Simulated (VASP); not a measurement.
# PtF2 (Cmmm) in VASP: a series of runs

The runs below take PtF2 through relaxation of cell and atoms, single point, with PBE.

All numbers are computed with VASP 6.6.1; they aren't measurements. Logs are shortened: lines on timing, memory, paths and dates and some standing lists are left out, and cuts for length are marked.

## Step 1: The cell of the first run

It takes space group Cmmm (No. 65, orthorhombic). Conventional cell: a = 4.129 Å, b = 4.932 Å, c = 3.999 Å, α = 90.00°, β = 90.00°, γ = 90.00°. Pt (site symmetry mmm) has 4 F at 2.16 Å within 2.9 Å. Within 2.2 Å of F (site symmetry m2m) lie 1 F at 1.63 Å and 2 Pt at 2.16 Å.

## Step 2: Relaxation of cell and atoms, PBE

The input, INCAR:

```
PREC = Accurate
ENCUT = 600
EDIFF = 1E-6
ISMEAR = 0
SIGMA = 0.15
LREAL = F
LASPH = T
NELM = 100
ALGO = Normal
ISIF = 3
LWAVE = F
LCHARG = F
GGA = PE
IBRION = 2
NSW = 36
EDIFFG = -0.08
```

The input, KPOINTS:

```
regular mesh
0
Gamma
  4 4 4
```

The input, POSCAR:

```
PtF2
1.0
    2.0647343000     -2.4657643400      0.0000000000
    2.0647343000      2.4657643400      0.0000000000
    0.0000000000      0.0000000000      3.9990179000
Pt F
1 2
Direct
    0.0000000000      0.0000000000      0.0000000000
    0.8344110500      0.1655889500      0.5000000000
    0.1655889500      0.8344110500      0.5000000000
```

Potentials or basis: VASP PAW PBE potentials, release 64 (Pt, F).

Run with:

```bash
$ cat potpaw_PBE.64/Pt/POTCAR potpaw_PBE.64/F/POTCAR > POTCAR
$ mpirun -np 1 vasp_std > vasp.out
```

OUTCAR:

```text
PREC = Accurate
   ENCUT = 600
   EDIFF = 1E-6
   ISMEAR = 0
   LREAL = F
   LASPH = T
   NELM = 100
   ISIF = 3
   GGA = PE
   IBRION = 2
   NSW = 36
   EDIFFG = -0.08

 ion  position               nearest neighbor table
   1  0.000  0.000  0.000-   2 2.16   3 2.16   2 2.16   3 2.16
   2  0.834  0.166  0.500-   3 1.63   1 2.16   1 2.16
   3  0.166  0.834  0.500-   2 1.63   1 2.16   1 2.16

  LATTYP: Found a base centered orthorhombic cell.
 ALAT       =     4.1294686000
 B/A-ratio  =     1.1942284002
 C/A-ratio  =     0.9684098094

  Lattice vectors:

 A1 = (   2.0647343000,  -2.4657643400,   0.0000000000)
 A2 = (   2.0647343000,   2.4657643400,   0.0000000000)
 A3 = (   0.0000000000,   0.0000000000,   3.9990179000)

Analysis of symmetry for initial positions (statically):
=====================================================================
 Subroutine PRICEL returns:
 Original cell was already a primitive cell.

 Routine SETGRP: Setting up the symmetry group for a
 base centered orthorhombic supercell.

 Subroutine GETGRP returns: Found  8 space group operations
 (whereof  8 operations were pure point group operations)
 out of a pool of  8 trial point group operations.

The static configuration has the point symmetry D_2h.

Analysis of symmetry for dynamics (positions and initial velocities):
=====================================================================
 Subroutine PRICEL returns:
 Original cell was already a primitive cell.

 Routine SETGRP: Setting up the symmetry group for a
 base centered orthorhombic supercell.

 Subroutine GETGRP returns: Found  8 space group operations
 (whereof  8 operations were pure point group operations)
 out of a pool of  8 trial point group operations.

The dynamic configuration has the point symmetry D_2h.

 Subroutine INISYM returns: Found  8 space group operations
 (whereof  8 operations are pure point group operations),
 and found     1 'primitive' translations

----------------------------------------------------------------------------------------

                                     Primitive cell

  volume of cell :      40.7192

  direct lattice vectors                    reciprocal lattice vectors
     2.064734300 -2.465764340  0.000000000     0.242161909 -0.202776880  0.000000000
     2.064734300  2.465764340  0.000000000     0.242161909  0.202776880  0.000000000
     0.000000000  0.000000000  3.999017900     0.000000000  0.000000000  0.250061396

  length of vectors
     3.216072373  3.216072373  3.999017900     0.315849416  0.315849416  0.250061396
[... 98 lines left out ...]
     AMIX     =   0.40;   BMIX     =  1.00
     AMIX_MAG =   1.60;   BMIX_MAG =  1.00
  volume/ion in A,a.u.               =      13.57        91.60
  Fermi-wavevector in a.u.,A,eV,Ry     =   1.372605  2.593847 25.633978  1.884044
  Thomas-Fermi vector in A             =   2.498197
   LORBIT       =      0    0 simple, 1 ext, 2 COOP (PROOUT), +10 PAW based schemes
   GGA     = PE    functional components
   LHFCALC =     F    Hartree Fock is set to
   AEXX    =    0.0000 exact exchange contribution
   IVDW    =     0    specifies the selected vdW correction
   LEPSILON=     F    determine dielectric tensor
   LRPA    =     F    only Hartree local field effects (RPA)
 conjugate gradient relaxation of ions
 non-spin polarized calculation
 Gauss-broadening in eV      SIGMA  =   0.15
  energy-cutoff  :      600.00
  volume of cell :       40.72
 maximum number of plane-waves:      1383
 NGX is ok and might be reduce to    28
   NGX = 13   NGY = 13   NGZ = 15

--------------------------------------- Ionic step        1  -------------------------------------------

 number of electron      24.0000003 magnetization

 Free energy of the ion-electron system (eV)
  ---------------------------------------------------
  ext. energy  EPLUGINS =         0.00000000
  ---------------------------------------------------
  free energy    TOTEN  =        -7.44676842 eV

  energy without entropy =       -7.38674176  energy(sigma->0) =       -7.41675509

------------------------ aborting loop because EDIFF is reached ----------------------------------------

  FORCE on cell =-STRESS in cart. coord.  units (eV):
  Direction    XX          YY          ZZ          XY          YZ          ZX
  --------------------------------------------------------------------------------------
  -------------------------------------------------------------------------------------
  Total        3.1365755     15.1793932     -4.2752704      0.0000000      0.0000000      0.0000000
  in kB      123.4147987    597.2634106   -168.2190154      0.0000000      0.0000000      0.0000000
  external PRESSURE =     184.1530646 kB  Pullay stress =       0.0000000 kB
[... 92 lines left out ...]
  FREE ENERGIE OF THE ION-ELECTRON SYSTEM (eV)
  ---------------------------------------------------
  free  energy   TOTEN  =        -9.8456993026 eV

  energy  without entropy=       -9.7992845717  energy(sigma->0) =       -9.82249194

 E-fermi :   3.8597     XC(G=0): -10.4587

 val. band max:        3.4017793656   @ k =   0.5000   0.5000   0.0000
 cond. band min:       4.3388030604   @ k =  -0.2500   0.2500   0.5000
 fundamental gap:      0.9370236949
 Fermi energy:         3.8596951566

 k-point     1 :       0.0000    0.0000    0.0000
  band No.  band energies     occupation
      1     -21.6450      2.00000
      2     -20.1931      2.00000
      3      -4.6190      2.00000
      4      -4.5044      2.00000
      5      -3.4440      2.00000
      6      -2.6080      2.00000
[... 376 lines left out ...]
      3      -4.2567      2.00000
      4      -3.9321      2.00000
      5      -3.2515      2.00000
      6      -3.1953      2.00000
[... 8 lines left out ...]
     15      10.5711      0.00000
     16      13.0241      0.00000

[... ionic steps 4 to 12 ...]

--------------------------------------- Ionic step       13  -------------------------------------------

 number of electron      23.9999979 magnetization

------------------------ aborting loop because EDIFF is reached ----------------------------------------
[... 69 lines left out ...]
--------------------------------------- Ionic step       15  -------------------------------------------

 number of electron      23.9999990 magnetization

 Free energy of the ion-electron system (eV)
  ---------------------------------------------------
  ext. energy  EPLUGINS =         0.00000000
  ---------------------------------------------------
  free energy    TOTEN  =       -11.86854336 eV

  energy without entropy =      -11.86854290  energy(sigma->0) =      -11.86854313

 E-fermi :   2.3230     XC(G=0):  -9.5984

 val. band max:        1.8746190940   @ k =   0.5000   0.5000   0.0000
 cond. band min:       2.7908221374   @ k =  -0.2500   0.2500   0.5000
 fundamental gap:      0.9162030434
 Fermi energy:         2.3230261527

 k-point     1 :       0.0000    0.0000    0.0000
  band No.  band energies     occupation
      1     -22.5406      2.00000
      2     -21.5955      2.00000
      3      -5.7634      2.00000
      4      -5.6387      2.00000
      5      -4.0489      2.00000
      6      -3.6520      2.00000
[... 418 lines left out ...]
  FREE ENERGIE OF THE ION-ELECTRON SYSTEM (eV)
  ---------------------------------------------------
  free  energy   TOTEN  =       -11.8685433635 eV

  energy  without entropy=      -11.8685428998  energy(sigma->0) =      -11.86854313

 reached required accuracy - stopping structural energy minimisation
```

OSZICAR:

```text
N       E                     dE             d eps       ncg     rms          rms(c)
DAV:   1     0.178789179763E+03    0.17879E+03   -0.14841E+04   696   0.160E+03
DAV:   2    -0.403559314462E+01   -0.18282E+03   -0.17901E+03   896   0.345E+02
DAV:   3    -0.108473320084E+02   -0.68117E+01   -0.67978E+01   736   0.742E+01
[... 149 lines left out ...]
DAV:   1    -0.118698799032E+02   -0.15699E-02   -0.97443E-02   672   0.300E+00    0.269E-01
DAV:   2    -0.118687234143E+02    0.11565E-02   -0.33453E-03   688   0.468E-01    0.126E-01
DAV:   3    -0.118685588725E+02    0.16454E-03   -0.36250E-04   720   0.149E-01    0.744E-02
DAV:   4    -0.118685429547E+02    0.15918E-04   -0.36727E-05   704   0.632E-02    0.109E-02
DAV:   5    -0.118685433635E+02   -0.40883E-06   -0.24739E-06   640   0.161E-02
  15 F= -.11868543E+02 E0= -.11868543E+02  d E =-.445120E-02
```

It took 65 s on 1 thread of Intel Xeon 6975P-C (Granite Rapids), shared host; peak memory 0.18 GiB.

What came out:

```yaml
Free_energy: -11.8685 eV
Relaxed_volume: 15.59 Å³/atom
Relaxed_cell: a = 3.862 Å, b = 3.862 Å, c = 3.147 Å, α = 90.00°, β = 90.00°, γ = 94.78°
Space_group_after_relaxing_to_0.05_Å: Cmmm (No. 65)
Energy_gained_by_relaxing: 1473.9 meV/atom
Ionic_steps: 15
Pressure_after_relaxing: 0.0 GPa
Largest_force_after_relaxing: 0.068 eV/Å
Band_gap_on_the_k_mesh: 0.92 eV, indirect (least direct gap 1.03 eV)
```

Forces in eV/Å, atoms in the order of the input:
```
Pt   0.000  0.000  0.000
F    0.000  0.068  0.000
F    0.000 -0.068  0.000
```

Stress tensor (GPa, compression positive):
```
-0.76  0.00  0.00
 0.00  0.22  0.00
 0.00  0.00  0.58
```

The path:
```
step  energy change (eV)  largest force (eV/Å)  pressure (GPa)  volume (Å³)
   1              0.0000                9.2962           18.42        40.72
   2             -1.4139                2.1300          -13.42        49.56
   3             -2.3989                1.4788           -9.83        45.09
   4             -2.4212                1.2907           -9.44        44.79
   5             -2.4340                0.8663           -8.55        44.26
   6             -4.1209                0.1012            8.82        40.92
   7             -4.1273                0.4817           13.34        40.44
   8             -4.3721                0.5184           -0.70        45.76
   9             -4.3725                0.4882           -0.31        45.58
  10             -4.4049                0.0388            1.77        46.11
  11             -4.4049                0.0366            1.75        46.11
  12             -4.4167                0.1313           -1.55        47.37
  13             -4.4173                0.1038           -0.99        47.14
  14             -4.4215                0.0299           -0.17        46.85
  15             -4.4218                0.0675            0.01        46.77
```

Final structure:
```
Pt F
1.0
     2.61442   -2.84220    0.00000
     2.61442    2.84220    0.00000
     0.00000    0.00000    3.14682
Pt F
1 2
Direct
  0.00000 0.00000 0.00000
  0.77665 0.22335 0.50000
  0.22335 0.77665 0.50000
```

Caveat: the k points lie up to 0.50 Å⁻¹ apart in the final cell; spin-orbit coupling is left out, which moves the levels of the heavy elements; the relaxation stopped at a loose force limit of 0.08 eV/Å, so its end isn't a converged minimum.

## Step 3: Single point, PBE

This run uses another cell than the first one, of 21.08 Å³/atom, 1.553 times its volume.

The input, INCAR:

```
SYSTEM = PtF2
PREC = Accurate
ENCUT = 520
EDIFF = 1E-7
ISMEAR = 0
SIGMA = 0.02
LREAL = .False.
LASPH = .True.
NELM = 80
ALGO = Normal
ISIF = 2
LWAVE = .False.
LCHARG = .False.
GGA = PE
NBANDS = 19
```

The input, KPOINTS:

```
regular mesh
0
Gamma
  6 6 10
  0 0 0
```

The input, POSCAR:

```
PtF2
1.0
    2.9654043023     -3.4257843613      0.0000000000
    2.9654043023      3.4257843613      0.0000000000
    0.0000000000      0.0000000000      3.1122237410
Pt F
1 2
Direct
    0.0000000000      0.0000000000      0.0000000000
    0.7827287676      0.7827287676      0.5000000000
    0.2172712324      0.2172712324      0.5000000000
```

Potentials or basis: VASP PAW PBE potentials, release 64 (Pt, F).

Run with:

```bash
$ cat potpaw_PBE.64/Pt/POTCAR potpaw_PBE.64/F/POTCAR > POTCAR
$ mpirun -np 1 vasp_std > vasp.out
```

Wall time 24 s (1 thread of Intel Xeon 6975P-C (Granite Rapids), shared host); peak memory 0.23 GiB.

It converged, with:

```yaml
Free_energy: -12.1285 eV
Pressure: 0.3 GPa
Largest_force: 0.093 eV/Å
Band_gap_on_the_k_mesh: 1.16 eV, indirect (least direct gap 1.27 eV)
```

Forces in eV/Å, atoms in the order of the input:
```
Pt   0.000  0.000  0.000
F   -0.093  0.000  0.000
F    0.093  0.000  0.000
```

Stress tensor (GPa, compression positive):
```
 0.36  0.00  0.00
 0.00 -0.22  0.00
 0.00  0.00  0.67
```

Levels at points of the mesh, in eV from the valence-band top:
```tsv
k point	band 8	band 9	band 10	band 11	band 12	band 13	band 14	band 15	band 16	band 17
(0.00, 0.00, 0.00)	-4.39	-1.44	-0.79	-0.73	-0.06	2.22	2.75	7.32	10.84	11.08
(0.50, 0.00, 0.00)	-4.58	-1.40	-0.80	-0.48	-0.04	2.21	3.92	5.22	10.08	11.57
(0.50, 0.50, 0.00)	-4.37	-1.41	-0.82	-0.37	0.00	2.23	4.57	5.72	7.30	8.90
(0.00, 0.00, 0.50)	-4.37	-1.28	-1.21	-0.30	-0.29	1.26	6.54	7.55	10.37	11.72
(0.50, 0.00, 0.50)	-4.24	-1.25	-1.07	-0.23	-0.15	1.17	6.94	7.27	9.17	11.15
(0.50, 0.50, 0.50)	-4.05	-1.18	-0.95	-0.20	-0.03	1.23	6.69	7.30	10.24	10.70
```

Caveat: spin-orbit coupling is left out, which moves the levels of the heavy elements.

## Step 4: Relaxation of cell and atoms, PBE

This run uses another cell than the first one, of 19.96 Å³/atom, 1.471 times its volume.

The input, INCAR:

```
PREC = Accurate
ENCUT = 600
EDIFF = 1E-7
ISMEAR = 0
SIGMA = 0.02
LREAL = F
LASPH = T
NELM = 60
ALGO = Normal
ISIF = 3
LWAVE = F
LCHARG = F
GGA = PE
IBRION = 2
NSW = 100
EDIFFG = -0.01
```

The input, KPOINTS:

```
regular mesh
0
Gamma
  6 6 10
```

The input, POSCAR:

```
PtF2
1.0
    2.9664711711     -3.2397690860      0.0000000000
    2.9664711711      3.2397690860      0.0000000000
    0.0000000000      0.0000000000      3.1151896301
Pt F
1 2
Direct
    0.0000000000      0.0000000000      0.0000000000
    0.7830635254      0.7830635254      0.5000000000
    0.2169364746      0.2169364746      0.5000000000
```

Run with:

```bash
$ cat potpaw_PBE.64/Pt/POTCAR potpaw_PBE.64/F/POTCAR > POTCAR
$ mpirun -np 1 vasp_std > vasp.out
```

Run time: 4.1 min. Hardware: 1 thread of Intel Xeon 6975P-C (Granite Rapids), shared host; peak memory 0.27 GiB.

Results (log left out):

| Item | Value |
| --- | --- |
| Free energy | -12.1313 eV |
| Relaxed volume | 19.33 Å³/atom |
| Relaxed cell | a = 4.335 Å, b = 4.335 Å, c = 3.116 Å, α = 90.00°, β = 90.00°, γ = 97.91° |
| Space group after relaxing (to 0.05 Å) | Cmmm (No. 65) |
| Energy gained by relaxing | 0.9 meV/atom |
| Ionic steps | 16 |
| Pressure after relaxing | 0.0 GPa |
| Largest force after relaxing | 0.003 eV/Å |
| Band gap on the k mesh | 1.11 eV, indirect (least direct gap 1.22 eV) |

Forces on the atoms (eV/Å):
```
Pt   0.000  0.000  0.000
F   -0.003  0.000  0.000
F    0.003  0.000  0.000
```

The path:
| step | energy change (eV) | largest force (eV/Å) | pressure (GPa) | volume (Å³) |
| --- | --- | --- | --- | --- |
| 1 | 0.0000 | 0.0916 | 0.35 | 59.88 |
| 2 | 0.0007 | 0.0916 | -0.71 | 60.26 |
| 3 | -0.0004 | 0.0227 | -0.05 | 60.02 |
| 4 | -0.0004 | 0.0190 | -0.04 | 59.99 |
| 5 | -0.0006 | 0.0084 | -0.02 | 59.89 |
| 6 | -0.0005 | 0.0124 | 0.01 | 59.70 |
| 7 | -0.0006 | 0.0015 | -0.01 | 59.83 |
| 8 | -0.0006 | 0.0005 | -0.02 | 59.80 |
| 9 | -0.0008 | 0.0023 | -0.03 | 59.71 |
| 10 | -0.0011 | 0.0076 | -0.06 | 59.53 |
| 11 | -0.0016 | 0.0167 | -0.11 | 59.17 |
| 12 | -0.0024 | 0.0313 | -0.19 | 58.44 |
| 13 | -0.0017 | 0.0529 | -0.20 | 56.96 |
| 14 | -0.0027 | 0.0222 | -0.13 | 58.11 |
| 15 | -0.0024 | 0.0610 | 0.39 | 57.75 |
| 16 | -0.0027 | 0.0035 | 0.03 | 58.00 |

Final structure:
```cif
data_structure
_symmetry_space_group_name_H-M 'P 1'
_symmetry_Int_Tables_number 1
_cell_length_a 4.3353
_cell_length_b 4.3353
_cell_length_c 3.1156
_cell_angle_alpha 90.000
_cell_angle_beta 90.000
_cell_angle_gamma 97.907
_cell_volume 58.00
loop_
_atom_site_label
_atom_site_type_symbol
_atom_site_fract_x
_atom_site_fract_y
_atom_site_fract_z
_atom_site_occupancy
Pt1 Pt 0.00000 0.00000 0.00000 1
F1 F 0.77305 0.77305 0.50000 1
F2 F 0.22695 0.22695 0.50000 1
```

Levels at points of the mesh, in eV from the valence-band top:
```
           k point  band 8  band 9  band 10  band 11  band 12  band 13  band 14  band 15  band 16
(0.00, 0.00, 0.00)   -4.32   -1.47    -0.81    -0.79    -0.10     2.18     2.66     7.52    11.72
(0.50, 0.00, 0.00)   -4.60   -1.41    -0.81    -0.46    -0.06     2.16     3.99     5.29    10.62
(0.50, 0.50, 0.00)   -4.29   -1.43    -0.84    -0.35     0.00     2.19     4.73     5.89     7.44
(0.00, 0.00, 0.50)   -4.42   -1.31    -1.27    -0.35    -0.34     1.26     6.47     7.56    10.84
(0.50, 0.00, 0.50)   -4.25   -1.29    -1.07    -0.25    -0.14     1.12     6.90     7.21     9.33
(0.50, 0.50, 0.50)   -3.97   -1.18    -0.91    -0.19     0.00     1.22     6.56     7.31    10.34
```

Caveat: spin-orbit coupling is left out, which moves the levels of the heavy elements.

## Step 5: Overview

| task | cell | k mesh | cutoff (eV) | smearing | gap on the mesh (eV) | pressure (GPa) | relaxed volume (Å³/atom) | largest force (eV/Å) |
| --- | --- | --- | --- | --- | --- | --- | --- | --- |
| relaxation of cell and atoms | relaxed from a = 3.216, b = 3.216, c = 3.999 Å, angles 90.0, 90.0, 100.1°, 3 atoms | 4 × 4 × 4 | 600 | gaussian 0.15 eV | 0.92 | 0.0 | 15.59 | 0.07 |
| single point | a = 4.531, b = 4.531, c = 3.112 Å, angles 90.0, 90.0, 98.2°, 3 atoms | 6 × 6 × 10 | 520 | gaussian 0.02 eV | 1.16 | 0.3 | - | 0.09 |
| relaxation of cell and atoms | relaxed from a = 4.393, b = 4.393, c = 3.115 Å, angles 90.0, 90.0, 95.0°, 3 atoms | 6 × 6 × 10 | 600 | gaussian 0.02 eV | 1.11 | 0.0 | 19.33 | - |

Alike in all rows: level PBE; potentials or basis VASP PAW PBE potentials, release 64 (Pt, F); no spin polarisation.

Caveats: some runs use coarse meshes; spin-orbit coupling is left out, which moves the levels of the heavy elements; the relaxation stopped at a loose force limit of 0.08 eV/Å, so its end isn't a converged minimum (some runs).

Absolute energies hang on the potentials; compare differences alone.
